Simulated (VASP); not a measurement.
# Lu (Fd-3m) in VASP: notebook

Runs on Lu. Level: LDA. Tasks: single point.

Everything below comes from runs of VASP 6.6.1. Logs are shortened: lines on timing, memory, paths and dates and some standing lists are left out, and cuts for length are marked.

## 1. The cell of the first run

Symmetry: Fd-3m, No. 227, cubic system. The conventional cell has a = 7.159 Å, b = 7.159 Å, c = 7.159 Å, α = 90.00°, β = 90.00°, γ = 90.00°. Within 4.1 Å of Lu (site symmetry -43m) lie 4 Lu at 3.10 Å.

This isn't the form of Lu at room conditions, which is hcp.

## 2. Single point, LDA (45.87 Å³/atom)

The input, INCAR:

```
PREC = Accurate ; ENCUT = 520
EDIFF = 1E-7 ; ISMEAR = -1
SIGMA = 0.1 ; LREAL = False
LASPH = True ; NELM = 100
ALGO = Normal ; ISIF = 2
LWAVE = False ; LCHARG = False
GGA = CA ; NBANDS = 32
```

The input, KPOINTS:

```
Automatic mesh
0
Gamma
  9 9 9
```

The input, POSCAR:

```
Lu
1.0
    0.0000000000      3.5796892456      3.5796892456
    3.5796892456      0.0000000000      3.5796892456
    3.5796892456      3.5796892456      0.0000000000
Lu
2
Direct
    0.1250000000      0.1250000000      0.1250000000
    0.8750000000      0.8750000000      0.8750000000
```

Potentials or basis: VASP PAW PBE potentials, release 64 (Lu).

On the command line:

```console
cat potpaw_PBE.64/Lu/POTCAR > POTCAR
mpirun -np 1 vasp_std > vasp.out
```

OUTCAR:

```text
PREC = Accurate
   ENCUT = 520
   EDIFF = 1E-7
   ISMEAR = -1
   LREAL = False
   LASPH = True
   NELM = 100
   ISIF = 2
   GGA = CA

 ion  position               nearest neighbor table
   1  0.125  0.125  0.125-   2 3.10   2 3.10   2 3.10   2 3.10
   2  0.875  0.875  0.875-   1 3.10   1 3.10   1 3.10   1 3.10

  LATTYP: Found a face centered cubic cell.
 ALAT       =     7.1593784912

  Lattice vectors:

 A1 = (   0.0000000000,   3.5796892456,   3.5796892456)
 A2 = (   3.5796892456,   0.0000000000,   3.5796892456)
 A3 = (   3.5796892456,   3.5796892456,   0.0000000000)

Analysis of symmetry for initial positions (statically):
=====================================================================
 Subroutine PRICEL returns:
 Original cell was already a primitive cell.

 Routine SETGRP: Setting up the symmetry group for a
 face centered cubic supercell.

 Subroutine GETGRP returns: Found 48 space group operations
 (whereof 12 operations were pure point group operations)
 out of a pool of 48 trial point group operations.

The static configuration has the point symmetry D_3d.
 The point group associated with its full space group is O_h .

Analysis of symmetry for dynamics (positions and initial velocities):
=====================================================================
 Subroutine PRICEL returns:
 Original cell was already a primitive cell.

 Routine SETGRP: Setting up the symmetry group for a
 face centered cubic supercell.

 Subroutine GETGRP returns: Found 48 space group operations
 (whereof 12 operations were pure point group operations)
 out of a pool of 48 trial point group operations.

The dynamic configuration has the point symmetry D_3d.
 The point group associated with its full space group is O_h .

 Subroutine INISYM returns: Found 48 space group operations
 (whereof 12 operations are pure point group operations),
 and found     1 'primitive' translations

----------------------------------------------------------------------------------------

                                     Primitive cell

  volume of cell :      91.7415

  direct lattice vectors                    reciprocal lattice vectors
     0.000000000  3.579689246  3.579689246    -0.139676929  0.139676929  0.139676929
     3.579689246  0.000000000  3.579689246     0.139676929 -0.139676929  0.139676929
     3.579689246  3.579689246  0.000000000     0.139676929  0.139676929 -0.139676929

  length of vectors
     5.062445080  5.062445080  5.062445080     0.241927537  0.241927537  0.241927537

  position of ions in fractional coordinates (direct lattice)
     0.125000000  0.125000000  0.125000000
     0.875000000  0.875000000  0.875000000

  ion indices of the primitive-cell ions
   primitive index   ion index
                 1           1
                 2           2

----------------------------------------------------------------------------------------

 KPOINTS: Automatic mesh

Automatic generation of k-mesh.
 Grid dimensions read from file:
 generate k-points for:    9    9    9

 Generating k-lattice:

  Cartesian coordinates                     Fractional coordinates (reciprocal lattice)
    -0.015519659  0.015519659  0.015519659     0.111111111  0.000000000  0.000000000
     0.015519659 -0.015519659  0.015519659     0.000000000  0.111111111  0.000000000
     0.015519659  0.015519659 -0.015519659     0.000000000  0.000000000  0.111111111

  Length of vectors
     0.026880837  0.026880837  0.026880837

  Shift w.r.t. Gamma in fractional coordinates (k-lattice)
     0.000000000  0.000000000  0.000000000

 Subroutine IBZKPT returns following result:
 ===========================================

 Found     35 irreducible k-points:

 Following reciprocal coordinates:
            Coordinates               Weight
  0.000000  0.000000  0.000000      1.000000
  0.111111  0.000000  0.000000      8.000000
  0.222222  0.000000  0.000000      8.000000
  0.333333  0.000000  0.000000      8.000000
  0.444444  0.000000  0.000000      8.000000
  0.111111  0.111111  0.000000      6.000000
[... 16 lines left out ...]
 -0.333333  0.333333  0.000000     12.000000
  0.444444  0.444444  0.000000      6.000000
 [... further k-points ...]
   k-points           NKPTS =     35   k-points in BZ     NKDIM =     35   number of bands    NBANDS=     32
   number of dos      NEDOS =    301   number of ions     NIONS =      2
   total plane-waves  NPLWV =  64000
   dimension x,y,z NGX =    40 NGY =   40 NGZ =   40
   dimension x,y,z NGXF=    80 NGYF=   80 NGZF=   80
   ions per type =               2
   NGX,Y,Z   is equivalent  to a cutoff of  13.14, 13.14, 13.14 a.u.
   NGXF,Y,Z  is equivalent  to a cutoff of  26.27, 26.27, 26.27 a.u.
 SYSTEM =  unknown system
   PREC   = accura    normal or accurate (medium, high low for compatibility)
   ISTART =      0    job   : 0-new  1-cont  2-samecut
   ICHARG =      2    charge: 1-file 2-atom 10-const
   ISPIN  =      1    spin polarized calculation?
   LNONCOLLINEAR =      F non collinear calculations
   LSORBIT =      F    spin-orbit coupling
   LASPH  =      T    aspherical Exc in radial PAW
   ENCUT  =  520.0 eV  38.22 Ry    6.18 a.u.   9.41  9.41  9.41*2*pi/ulx,y,z
   NELM   =    100;   NELMIN=  2; NELMDL= -5     # of ELM steps
   EDIFF  = 0.1E-06   stopping-criterion for ELM
   LREAL  =      F    real-space projection
   EDIFFG = 0.1E-05   stopping-criterion for IOM
   NSW    =      0    number of steps for IOM
   IBRION =     -1    ionic relax: 0-MD 1-quasi-New 2-CG
   NFREE  =      0    steps in history (QN), initial steepest desc. (CG)
   ISIF   =      2    stress and relaxation
   ISYM   =      2    0-nonsym 1-usesym 2-fastsym
   POTIM  = 0.5000    time-step for ionic-motion
   TEBEG  =    0.0;   TEEND  =   0.0 temperature during run
   PSTRESS=    0.0 pullay stress
   NELECT =      50.0000    total number of electrons
   NUPDOWN=      -1.0000    fix difference up-down
   EMIN   =  10.00;   EMAX   =-10.00  energy-range for DOS
   EFERMI =   0.00;   METHOD = LEGACY
   ISMEAR =    -1;   SIGMA  =   0.10  broadening in eV -4-tet -1-fermi 0-gaus
   EFERMI_NEDOS =   21; number of points for ismear=-14 and -15
   IALGO  =     38    algorithm
   IMIX   =      4    mixing-type and parameters
     AMIX     =   0.40;   BMIX     =  1.00
     AMIX_MAG =   1.60;   BMIX_MAG =  1.00
  volume/ion in A,a.u.               =      45.87       309.55
  Fermi-wavevector in a.u.,A,eV,Ry     =   1.337240  2.527018 24.330102  1.788212
  Thomas-Fermi vector in A             =   2.465805
   LORBIT       =      0    0 simple, 1 ext, 2 COOP (PROOUT), +10 PAW based schemes
   GGA     = CA    functional components
   LHFCALC =     F    Hartree Fock is set to
   AEXX    =    0.0000 exact exchange contribution
   IVDW    =     0    specifies the selected vdW correction
   LEPSILON=     F    determine dielectric tensor
   LRPA    =     F    only Hartree local field effects (RPA)
 non-spin polarized calculation
  energy-cutoff  :      520.00
  volume of cell :       91.74
 maximum number of plane-waves:      2499
 NGX is ok and might be reduce to    40
   NGX = 19   NGY = 19   NGZ = 19

 number of electron      49.9999999 magnetization

 Free energy of the ion-electron system (eV)
  ---------------------------------------------------
  ext. energy  EPLUGINS =         0.00000000
  ---------------------------------------------------
  free energy    TOTEN  =        -6.16824887 eV

  energy without entropy =       -6.01313956  energy(sigma->0) =       -6.09069422

 E-fermi :  -0.0410     XC(G=0):  -8.7008

 val. band max:       -0.0498411945   @ k =   0.1111   0.1111   0.0000
 cond. band min:      -0.0349933252   @ k =  -0.2222   0.1111   0.0000
 fundamental gap:      0.0148478693
 Fermi energy:        -0.0409950112

 k-point     1 :       0.0000    0.0000    0.0000
  band No.  band energies     occupation
      1     -56.7642      2.00000
      2     -56.6820      2.00000
      3     -27.7425      2.00000
      4     -27.7425      2.00000
      5     -27.7425      2.00000
      6     -27.3756      2.00000
[... 24 lines left out ...]
     31       1.9592      0.00000
     32       5.1886      0.00000

 k-point     2 :       0.1111    0.0000    0.0000
  band No.  band energies     occupation
      1     -56.7624      2.00000
      2     -56.6839      2.00000
      3     -27.7473      2.00000
      4     -27.7473      2.00000
      5     -27.7412      2.00000
      6     -27.3779      2.00000
[... 24 lines left out ...]
     31       1.9528      0.00000
     32       5.1477      0.00000

 k-point     3 :       0.2222    0.0000    0.0000
  band No.  band energies     occupation
      1     -56.7573      2.00000
      2     -56.6890      2.00000
      3     -27.7589      2.00000
      4     -27.7589      2.00000
      5     -27.7378      2.00000
      6     -27.3835      2.00000
[... 24 lines left out ...]
     31       2.0235      0.00000
     32       4.9992      0.00000

 k-point     4 :       0.3333    0.0000    0.0000
  band No.  band energies     occupation
      1     -56.7503      2.00000
      2     -56.6960      2.00000
      3     -27.7713      2.00000
      4     -27.7713      2.00000
      5     -27.7339      2.00000
      6     -27.3898      2.00000
[... 24 lines left out ...]
     31       2.3201      0.00000
     32       4.6976      0.00000

 k-point     5 :       0.4444    0.0000    0.0000
  band No.  band energies     occupation
      1     -56.7446      2.00000
      2     -56.7017      2.00000
      3     -27.7790      2.00000
      4     -27.7790      2.00000
      5     -27.7315      2.00000
      6     -27.3938      2.00000
[... 584 lines left out ...]
     31       2.5027      0.00000
     32       3.3049      0.00000

 k-point    22 :      -0.4444    0.3333    0.0000
  band No.  band energies     occupation
      1     -56.7311      2.00000
      2     -56.7153      2.00000
      3     -27.8221      2.00000
      4     -27.8075      2.00000
      5     -27.6125      2.00000
      6     -27.5143      2.00000
[... 24 lines left out ...]
     31       2.3615      0.00000
     32       3.8914      0.00000

 k-point    23 :      -0.3333    0.3333    0.0000
  band No.  band energies     occupation
      1     -56.7335      2.00000
      2     -56.7129      2.00000
      3     -27.8242      2.00000
      4     -27.7990      2.00000
      5     -27.6326      2.00000
      6     -27.4930      2.00000
[... 24 lines left out ...]
     31       2.6408      0.00000
     32       3.4371      0.00000

 k-point    24 :       0.4444    0.4444    0.0000
  band No.  band energies     occupation
      1     -56.7303      2.00000
      2     -56.7160      2.00000
      3     -27.8160      2.00000
      4     -27.8160      2.00000
      5     -27.5961      2.00000
      6     -27.5327      2.00000
[... 24 lines left out ...]
     31       2.5620      0.00000
     32       2.7286      0.00000

 [... further k-points ...]

------------------------ aborting loop because EDIFF is reached ----------------------------------------

  FORCE on cell =-STRESS in cart. coord.  units (eV):
  Direction    XX          YY          ZZ          XY          YZ          ZX
  --------------------------------------------------------------------------------------
  -------------------------------------------------------------------------------------
  Total       -0.5580915     -0.5580915     -0.5580915      0.0000000     -0.0000000      0.0000000
  in kB       -9.7465290     -9.7465290     -9.7465290      0.0000000     -0.0000000      0.0000000
  external PRESSURE =      -9.7465290 kB  Pullay stress =       0.0000000 kB

 VOLUME and BASIS-vectors are now :
 -----------------------------------------------------------------------------
  energy-cutoff  :      520.00
  volume of cell :       91.74
      direct lattice vectors                 reciprocal lattice vectors
     0.000000000  3.579689246  3.579689246    -0.139676929  0.139676929  0.139676929
     3.579689246  0.000000000  3.579689246     0.139676929 -0.139676929  0.139676929
     3.579689246  3.579689246  0.000000000     0.139676929  0.139676929 -0.139676929

 POSITION                                       TOTAL-FORCE (eV/Angst)
 -----------------------------------------------------------------------------------
      0.89492      0.89492      0.89492        -0.000000     -0.000000      0.000000
      6.26446      6.26446      6.26446         0.000000      0.000000     -0.000000
 -----------------------------------------------------------------------------------
    total drift:                                0.000000      0.000000     -0.000000

  FREE ENERGIE OF THE ION-ELECTRON SYSTEM (eV)
  ---------------------------------------------------
  free  energy   TOTEN  =        -6.1682488746 eV

  energy  without entropy=       -6.0131395618  energy(sigma->0) =       -6.09069422
```

Wall time 3.8 min (1 thread of AMD EPYC, shared host); peak memory 0.21 GiB.

What came out:

```yaml
Free_energy: -6.1682 eV
Pressure: -1.0 GPa
Band_gap_on_the_k_mesh: zero (bands 25 and 26 overlap by 1.28 eV)
```

Caveat: the PAW data sets were made with another functional, which shifts forces and pressure a little; spin-orbit coupling is left out, which moves the levels of the heavy elements.

## 3. Single point, LDA

This run uses another cell than the first one, of 40.96 Å³/atom.

The input, INCAR:

```
SYSTEM = Lu
PREC = Accurate
ENCUT = 520
EDIFF = 1E-6
ISMEAR = -1
SIGMA = 0.1
LREAL = .FALSE.
LASPH = .TRUE.
NELM = 80
ALGO = Normal
ISIF = 2
LWAVE = .FALSE.
LCHARG = .FALSE.
GGA = CA
NBANDS = 32
```

The input, KPOINTS:

```
regular mesh
0
G
  13 13 13
  0 0 0
```

The input, POSCAR:

```
Lu
1.0
    0.0000000000      3.4469844119      3.4469844119
    3.4469844119      0.0000000000      3.4469844119
    3.4469844119      3.4469844119      0.0000000000
Lu
2
Direct
    0.1250000000      0.1250000000      0.1250000000
    0.8750000000      0.8750000000      0.8750000000
```

Potentials or basis: VASP PAW PBE potentials, release 64 (Lu).

On the command line:

```console
cat potpaw_PBE.64/Lu/POTCAR > POTCAR
mpirun -np 1 vasp_std > vasp.out
```

Run time: 6.5 min. Hardware: 1 thread of AMD EPYC, shared host; peak memory 0.27 GiB.

The run converged. Its results:

```
Free energy            : -6.1966 eV
Pressure               : 0.0 GPa
Band gap on the k mesh : zero (bands 25 and 26 overlap by 1.50 eV)
```

Levels at points of the mesh, in eV from the Fermi level:
| k point | band 22 | band 23 | band 24 | band 25 | band 26 | band 27 | band 28 | band 29 |
| --- | --- | --- | --- | --- | --- | --- | --- | --- |
| (0.00, 0.00, 0.00) | -5.53 | -4.66 | 0.24 | 0.24 | 0.63 | 0.63 | 0.63 | 2.22 |

Caveat: the PAW data sets were made with another functional, which shifts forces and pressure a little; spin-orbit coupling is left out, which moves the levels of the heavy elements.
